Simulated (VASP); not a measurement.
The system is K3Rb.

```
CELL_PARAMETERS angstrom
0.00000 5.45210 5.45210
5.45210 0.00000 5.45210
5.45210 5.45210 0.00000
ATOMIC_POSITIONS crystal
K 0.25000 0.25000 0.25000
K 0.75000 0.75000 0.75000
K 0.50000 0.50000 0.50000
Rb 0.00000 0.00000 0.00000
```

- Program: VASP 6.6.1
- Task: relaxation of volume and atoms at fixed shape
- Functional: PBEsol
- Potentials or basis: VASP PAW PBE potentials, release 64 (K_sv, Rb_sv)
- Cutoff: 600 eV
- k mesh: 4 × 4 × 4
- Occupations: fermi-dirac, width 0.05 eV
- Spin: no spin polarisation

At the start: pressure -0.2 GPa; volume 81.03 Å³/atom.

Q: Where does the relaxation end?

A: Over 3 steps the energy falls by 5.0 meV/atom and the volume is 75.42 Å³/atom (-6.9 %); space group Fm-3m (No. 225, to 0.1 Å) before and after.

Step by step:
| step | energy change (eV) | largest force (eV/Å) | pressure (GPa) | volume (Å³) |
| --- | --- | --- | --- | --- |
| 1 | 0.0000 | 0.0000 | -0.24 | 324.13 |
| 2 | -0.0078 | 0.0000 | -0.20 | 318.42 |
| 3 | -0.0199 | 0.0000 | -0.03 | 301.68 |

Final structure:
```yaml
crystal:
  lattice:
    - [0.00000, 5.32320, 5.32320]
    - [5.32320, 0.00000, 5.32320]
    - [5.32320, 5.32320, 0.00000]
  atoms:
    - { symbol: K, position: [0.25000, 0.25000, 0.25000] }
    - { symbol: K, position: [0.75000, 0.75000, 0.75000] }
    - { symbol: K, position: [0.50000, 0.50000, 0.50000] }
    - { symbol: Rb, position: [0.00000, 0.00000, 0.00000] }
```

Caveat: the PAW data sets were made with another functional, which shifts forces and pressure a little.
